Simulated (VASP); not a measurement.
# GaN (F-43m) in VASP: notebook

GaN is run at these levels: BLYP, PBE-based screened hybrid; tasks: single point.

Everything below comes from runs of VASP 6.6.1. Logs are shortened: lines on timing, memory, paths and dates and some standing lists are left out, and cuts for length are marked.

## (1) The cell of the first run

It takes space group F-43m (No. 216, cubic). The conventional cell has a = 4.537 Å, b = 4.537 Å, c = 4.537 Å, α = 90.00°, β = 90.00°, γ = 90.00°. Within 2.6 Å of Ga (site symmetry -43m) lie 4 N at 1.96 Å. Within 2.6 Å of N (site symmetry -43m) lie 4 Ga at 1.96 Å.

## (2) Single point, BLYP

File INCAR:

```
SYSTEM = GaN
  PREC = Accurate
  ENCUT = 520
  EDIFF = 1E-7
  ISMEAR = -1
  SIGMA = 0.05
  LREAL = .False.
  LASPH = .True.
  NELM = 60
  ALGO = Normal
  ISIF = 2
  LWAVE = .False.
  LCHARG = .True.
  GGA = B5
  ALDAX = 1.0
  AGGAX = 1.0
  AGGAC = 1.0
  ALDAC = 0.0
  LELF = .True.
  LVHAR = .True.
  NBANDS = 16
```

File KPOINTS:

```
regular mesh
0
Gamma
  10 10 10
  0 0 0
```

File POSCAR:

```
GaN
1.0
    0.0000000000      2.2684248875      2.2684248875
    2.2684248875      0.0000000000      2.2684248875
    2.2684248875      2.2684248875      0.0000000000
Ga N
1 1
Direct
    0.0000000000      0.0000000000      0.0000000000
    0.2500000000      0.2500000000      0.2500000000
```

Potentials or basis: VASP PAW PBE potentials, release 64 (Ga_d, N).

Started as:

```console
$ cat potpaw_PBE.64/Ga_d/POTCAR potpaw_PBE.64/N/POTCAR > POTCAR
$ mpirun -np 1 vasp_std > vasp.out
```

OUTCAR:

```text
SYSTEM = GaN
   PREC = Accurate
   ENCUT = 520
   EDIFF = 1E-7
   ISMEAR = -1
   LREAL = .False.
   LASPH = .True.
   NELM = 60
   ISIF = 2
   GGA = B5

 ion  position               nearest neighbor table
   1  0.000  0.000  0.000-   2 1.96   2 1.96   2 1.96   2 1.96
   2  0.250  0.250  0.250-   1 1.96   1 1.96   1 1.96   1 1.96

  LATTYP: Found a face centered cubic cell.
 ALAT       =     4.5368497750

  Lattice vectors:

 A1 = (   0.0000000000,   2.2684248875,   2.2684248875)
 A2 = (   2.2684248875,   0.0000000000,   2.2684248875)
 A3 = (   2.2684248875,   2.2684248875,   0.0000000000)

Analysis of symmetry for initial positions (statically):
=====================================================================
 Subroutine PRICEL returns:
 Original cell was already a primitive cell.

 Routine SETGRP: Setting up the symmetry group for a
 face centered cubic supercell.

 Subroutine GETGRP returns: Found 24 space group operations
 (whereof 24 operations were pure point group operations)
 out of a pool of 48 trial point group operations.

The static configuration has the point symmetry T_d .

Analysis of symmetry for dynamics (positions and initial velocities):
=====================================================================
 Subroutine PRICEL returns:
 Original cell was already a primitive cell.

 Routine SETGRP: Setting up the symmetry group for a
 face centered cubic supercell.

 Subroutine GETGRP returns: Found 24 space group operations
 (whereof 24 operations were pure point group operations)
 out of a pool of 48 trial point group operations.

The dynamic configuration has the point symmetry T_d .

 Subroutine INISYM returns: Found 24 space group operations
 (whereof 24 operations are pure point group operations),
 and found     1 'primitive' translations

----------------------------------------------------------------------------------------

                                     Primitive cell

  volume of cell :      23.3455

  direct lattice vectors                    reciprocal lattice vectors
     0.000000000  2.268424888  2.268424888    -0.220417261  0.220417261  0.220417261
     2.268424888  0.000000000  2.268424888     0.220417261 -0.220417261  0.220417261
     2.268424888  2.268424888  0.000000000     0.220417261  0.220417261 -0.220417261

  length of vectors
     3.208037241  3.208037241  3.208037241     0.381773895  0.381773895  0.381773895

  position of ions in fractional coordinates (direct lattice)
     0.000000000  0.000000000  0.000000000
     0.250000000  0.250000000  0.250000000

  ion indices of the primitive-cell ions
   primitive index   ion index
                 1           1
                 2           2

----------------------------------------------------------------------------------------

 KPOINTS: regular mesh

Automatic generation of k-mesh.
 Grid dimensions read from file:
 generate k-points for:   10   10   10

 Generating k-lattice:

  Cartesian coordinates                     Fractional coordinates (reciprocal lattice)
    -0.022041726  0.022041726  0.022041726     0.100000000  0.000000000  0.000000000
     0.022041726 -0.022041726  0.022041726     0.000000000  0.100000000  0.000000000
     0.022041726  0.022041726 -0.022041726     0.000000000  0.000000000  0.100000000

  Length of vectors
     0.038177389  0.038177389  0.038177389

  Shift w.r.t. Gamma in fractional coordinates (k-lattice)
     0.000000000  0.000000000  0.000000000

 Subroutine IBZKPT returns following result:
 ===========================================

 Found     47 irreducible k-points:

 Following reciprocal coordinates:
            Coordinates               Weight
  0.000000  0.000000  0.000000      1.000000
  0.100000  0.000000  0.000000      8.000000
  0.200000  0.000000  0.000000      8.000000
  0.300000  0.000000  0.000000      8.000000
  0.400000  0.000000  0.000000      8.000000
  0.500000  0.000000  0.000000      4.000000
[... 16 lines left out ...]
  0.300000  0.300000  0.000000      6.000000
  0.400000  0.300000  0.000000     24.000000
 [... further k-points ...]
   k-points           NKPTS =     47   k-points in BZ     NKDIM =     47   number of bands    NBANDS=     16
   number of dos      NEDOS =    301   number of ions     NIONS =      2
   total plane-waves  NPLWV =  13824
   dimension x,y,z NGX =    24 NGY =   24 NGZ =   24
   dimension x,y,z NGXF=    48 NGYF=   48 NGZF=   48
   ions per type =               1   1
   NGX,Y,Z   is equivalent  to a cutoff of  12.44, 12.44, 12.44 a.u.
   NGXF,Y,Z  is equivalent  to a cutoff of  24.87, 24.87, 24.87 a.u.
 SYSTEM =  GaN
   PREC   = accura    normal or accurate (medium, high low for compatibility)
   ISTART =      0    job   : 0-new  1-cont  2-samecut
   ICHARG =      2    charge: 1-file 2-atom 10-const
   ISPIN  =      1    spin polarized calculation?
   LNONCOLLINEAR =      F non collinear calculations
   LSORBIT =      F    spin-orbit coupling
   LASPH  =      T    aspherical Exc in radial PAW
   ENCUT  =  520.0 eV  38.22 Ry    6.18 a.u.   5.96  5.96  5.96*2*pi/ulx,y,z
   NELM   =     60;   NELMIN=  2; NELMDL= -5     # of ELM steps
   EDIFF  = 0.1E-06   stopping-criterion for ELM
   LREAL  =      F    real-space projection
   EDIFFG = 0.1E-05   stopping-criterion for IOM
   NSW    =      0    number of steps for IOM
   IBRION =     -1    ionic relax: 0-MD 1-quasi-New 2-CG
   NFREE  =      0    steps in history (QN), initial steepest desc. (CG)
   ISIF   =      2    stress and relaxation
   ISYM   =      2    0-nonsym 1-usesym 2-fastsym
   POTIM  = 0.5000    time-step for ionic-motion
   TEBEG  =    0.0;   TEEND  =   0.0 temperature during run
   PSTRESS=    0.0 pullay stress
   NELECT =      18.0000    total number of electrons
   NUPDOWN=      -1.0000    fix difference up-down
   EMIN   =  10.00;   EMAX   =-10.00  energy-range for DOS
   EFERMI =   0.00;   METHOD = LEGACY
   ISMEAR =    -1;   SIGMA  =   0.05  broadening in eV -4-tet -1-fermi 0-gaus
   EFERMI_NEDOS =   21; number of points for ismear=-14 and -15
   IALGO  =     38    algorithm
   IMIX   =      4    mixing-type and parameters
     AMIX     =   0.40;   BMIX     =  1.00
     AMIX_MAG =   1.60;   BMIX_MAG =  1.00
  volume/ion in A,a.u.               =      11.67        78.77
  Fermi-wavevector in a.u.,A,eV,Ry     =   1.501175  2.836809 30.661079  2.253526
  Thomas-Fermi vector in A             =   2.612580
   LORBIT       =      0    0 simple, 1 ext, 2 COOP (PROOUT), +10 PAW based schemes
   GGA     = B5    functional components
   LHFCALC =     F    Hartree Fock is set to
   AEXX    =    0.0000 exact exchange contribution
   IVDW    =     0    specifies the selected vdW correction
   LEPSILON=     F    determine dielectric tensor
   LRPA    =     F    only Hartree local field effects (RPA)
 non-spin polarized calculation
  energy-cutoff  :      520.00
  volume of cell :       23.35
 maximum number of plane-waves:       639
   NGX = 11   NGY = 11   NGZ = 11

 number of electron      17.9999989 magnetization

 Free energy of the ion-electron system (eV)
  ---------------------------------------------------
  ext. energy  EPLUGINS =         0.00000000
  ---------------------------------------------------
  free energy    TOTEN  =       -10.98964745 eV

  energy without entropy =      -10.98964745  energy(sigma->0) =      -10.98964745

 E-fermi :   6.3574     XC(G=0): -11.0023

 val. band max:        5.4647667822   @ k =   0.0000   0.0000   0.0000
 cond. band min:       7.1438132317   @ k =   0.0000   0.0000   0.0000
 fundamental gap:      1.6790464495
 Fermi energy:         6.3573855698

 k-point     1 :       0.0000    0.0000    0.0000
  band No.  band energies     occupation
      1     -10.2169      2.00000
      2      -8.0647      2.00000
      3      -8.0647      2.00000
      4      -8.0647      2.00000
      5      -7.7700      2.00000
      6      -7.7700      2.00000
[... 8 lines left out ...]
     15      24.4123      0.00000
     16      24.4123      0.00000

 k-point     2 :       0.1000    0.0000    0.0000
  band No.  band energies     occupation
      1     -10.1157      2.00000
      2      -8.0520      2.00000
      3      -8.0520      2.00000
      4      -8.0204      2.00000
      5      -7.7711      2.00000
      6      -7.7711      2.00000
[... 8 lines left out ...]
     15      23.1078      0.00000
     16      23.1562      0.00000

 k-point     3 :       0.2000    0.0000    0.0000
  band No.  band energies     occupation
      1      -9.8687      2.00000
      2      -8.0227      2.00000
      3      -8.0227      2.00000
      4      -7.8389      2.00000
      5      -7.7698      2.00000
      6      -7.7698      2.00000
[... 8 lines left out ...]
     15      22.3441      0.00000
     16      22.3441      0.00000

 k-point     4 :       0.3000    0.0000    0.0000
  band No.  band energies     occupation
      1      -9.6251      2.00000
      2      -7.9967      2.00000
      3      -7.9967      2.00000
      4      -7.7569      2.00000
      5      -7.7569      2.00000
      6      -7.4150      2.00000
[... 8 lines left out ...]
     15      22.7691      0.00000
     16      22.7691      0.00000

 k-point     5 :       0.4000    0.0000    0.0000
  band No.  band energies     occupation
      1      -9.4929      2.00000
      2      -7.9854      2.00000
      3      -7.9854      2.00000
      4      -7.7360      2.00000
      5      -7.7360      2.00000
      6      -6.8011      2.00000
[... 8 lines left out ...]
     15      24.0736      0.00000
     16      24.0736      0.00000

 k-point     6 :       0.5000    0.0000    0.0000
  band No.  band energies     occupation
      1      -9.4571      2.00000
      2      -7.9834      2.00000
      3      -7.9834      2.00000
      4      -7.7255      2.00000
      5      -7.7255      2.00000
      6      -6.4545      2.00000
[... 8 lines left out ...]
     15      25.0079      0.00000
     16      25.0079      0.00000
[... 267 lines left out ...]
 k-point    21 :      -0.3000    0.2000    0.0000
  band No.  band energies     occupation
      1      -9.4345      2.00000
      2      -7.9737      2.00000
      3      -7.9339      2.00000
      4      -7.7754      2.00000
      5      -7.7697      2.00000
      6      -6.6702      2.00000
[... 8 lines left out ...]
     15      22.6690      0.00000
     16      26.0857      0.00000

 k-point    22 :      -0.2000    0.2000    0.0000
  band No.  band energies     occupation
      1      -9.5505      2.00000
      2      -7.9808      2.00000
      3      -7.9680      2.00000
      4      -7.7900      2.00000
      5      -7.7751      2.00000
      6      -7.2404      2.00000
[... 8 lines left out ...]
     15      22.7739      0.00000
     16      25.9971      0.00000

 k-point    23 :       0.3000    0.3000    0.0000
  band No.  band energies     occupation
      1      -9.4816      2.00000
      2      -7.9183      2.00000
      3      -7.8883      2.00000
      4      -7.8882      2.00000
      5      -7.7229      2.00000
      6      -7.2102      2.00000
[... 8 lines left out ...]
     15      27.4450      0.00000
     16      27.8016      0.00000

 k-point    24 :       0.4000    0.3000    0.0000
  band No.  band energies     occupation
      1      -9.3969      2.00000
      2      -7.9378      2.00000
      3      -7.8562      2.00000
      4      -7.8561      2.00000
      5      -7.7133      2.00000
      6      -6.7451      2.00000
[... 8 lines left out ...]
     15      27.6423      0.00000
     16      27.8074      0.00000

 [... further k-points ...]
[... 5 lines left out ...]
  --------------------------------------------------------------------------------------
  -------------------------------------------------------------------------------------
  Total        1.1781634      1.1781634      1.1781634     -0.0000000      0.0000000      0.0000000
  in kB       80.8561226     80.8561226     80.8561226     -0.0000000      0.0000000      0.0000000
  external PRESSURE =      80.8561226 kB  Pullay stress =       0.0000000 kB

 VOLUME and BASIS-vectors are now :
 -----------------------------------------------------------------------------
  energy-cutoff  :      520.00
  volume of cell :       23.35
      direct lattice vectors                 reciprocal lattice vectors
     0.000000000  2.268424888  2.268424888    -0.220417261  0.220417261  0.220417261
     2.268424888  0.000000000  2.268424888     0.220417261 -0.220417261  0.220417261
     2.268424888  2.268424888  0.000000000     0.220417261  0.220417261 -0.220417261

 POSITION                                       TOTAL-FORCE (eV/Angst)
 -----------------------------------------------------------------------------------
      0.00000      0.00000      0.00000         0.000000      0.000000      0.000000
      1.13421      1.13421      1.13421        -0.000000     -0.000000     -0.000000
 -----------------------------------------------------------------------------------
    total drift:                                0.000003      0.000003      0.000003

  FREE ENERGIE OF THE ION-ELECTRON SYSTEM (eV)
  ---------------------------------------------------
  free  energy   TOTEN  =       -10.9896474470 eV

  energy  without entropy=      -10.9896474465  energy(sigma->0) =      -10.98964745
```

It took 44 s on 1 thread of Intel Xeon 8259CL, shared host; peak memory 0.15 GiB.

What came out:

```
Free energy            : -10.9896 eV
Pressure               : 8.1 GPa
Band gap on the k mesh : 1.68 eV, direct
```

Levels at points of the mesh, in eV from the valence-band top:
| k point | band 5 | band 6 | band 7 | band 8 | band 9 | band 10 | band 11 | band 12 | band 13 | band 14 |
| --- | --- | --- | --- | --- | --- | --- | --- | --- | --- | --- |
| (0.00, 0.00, 0.00) | -13.23 | -13.23 | 0.00 | 0.00 | 0.00 | 1.68 | 10.18 | 10.18 | 10.18 | 17.59 |
| (0.50, 0.00, 0.00) | -13.19 | -11.92 | -6.83 | -0.94 | -0.94 | 4.53 | 8.76 | 10.32 | 10.32 | 15.75 |
| (0.50, 0.50, 0.00) | -13.16 | -11.47 | -6.02 | -2.60 | -2.60 | 3.59 | 6.56 | 11.71 | 13.72 | 13.72 |

Caveat: the PAW data sets were made with another functional, which shifts forces and pressure a little.

## (3) Single point, PBE-based screened hybrid

This run uses another cell than the first one, of 11.44 Å³/atom, 0.980 times its volume.

File POSCAR:

```
GaN
1.0
    0.0000000000      2.2535006075      2.2535006075
    2.2535006075      0.0000000000      2.2535006075
    2.2535006075      2.2535006075      0.0000000000
Ga N
1 1
Direct
    0.0000000000      0.0000000000      0.0000000000
    0.2500000000      0.2500000000      0.2500000000
```

File INCAR.step1:

```
  PREC = Accurate
  ENCUT = 520
  EDIFF = 1E-5
  ISMEAR = -1
  SIGMA = 0.05
  LREAL = False
  LASPH = True
  NELM = 80
  ALGO = Normal
  ISIF = 2
  LWAVE = True
  LCHARG = False
  GGA = PE
  NBANDS = 16
```

File INCAR.step2:

```
  PREC = Accurate
  ENCUT = 520
  EDIFF = 1E-7
  ISMEAR = -1
  SIGMA = 0.05
  LREAL = False
  LASPH = True
  NELM = 80
  ALGO = Normal
  ISIF = 2
  LWAVE = False
  LCHARG = False
  GGA = PE
  LHFCALC = True
  AEXX = 0.25
  HFSCREEN = 0.1
  PRECFOCK = Normal
  ISTART = 1
  NBANDS = 16
```

File KPOINTS:

```
regular mesh
0
Gamma
  5 5 5
```

Potentials or basis: VASP PAW PBE potentials, release 64 (Ga_d, N).

Started as:

```console
$ cat potpaw_PBE.64/Ga_d/POTCAR potpaw_PBE.64/N/POTCAR > POTCAR
$ cp INCAR.step1 INCAR
$ mpirun -np 1 vasp_std > vasp.out
$ cp INCAR.step2 INCAR
$ mpirun -np 1 vasp_std > vasp.out
```

It took 9.6 min on 1 thread of AMD EPYC 7R13 (Zen 3), shared host; peak memory 0.22 GiB.

The run converged. Its results:

* Free energy: -15.2149 eV
* Pressure: -1.7 GPa
* Band gap on the k mesh: 3.33 eV, direct

Levels at points of the mesh, in eV from the valence-band top:
| k point | band 5 | band 6 | band 7 | band 8 | band 9 | band 10 | band 11 | band 12 | band 13 | band 14 |
| --- | --- | --- | --- | --- | --- | --- | --- | --- | --- | --- |
| (0.00, 0.00, 0.00) | -15.29 | -15.29 | 0.00 | 0.00 | 0.00 | 3.33 | 12.29 | 12.29 | 12.29 | 19.75 |

Caveat: the k points lie up to 0.48 Å⁻¹ apart; the PAW data sets were made with another functional, which shifts forces and pressure a little.
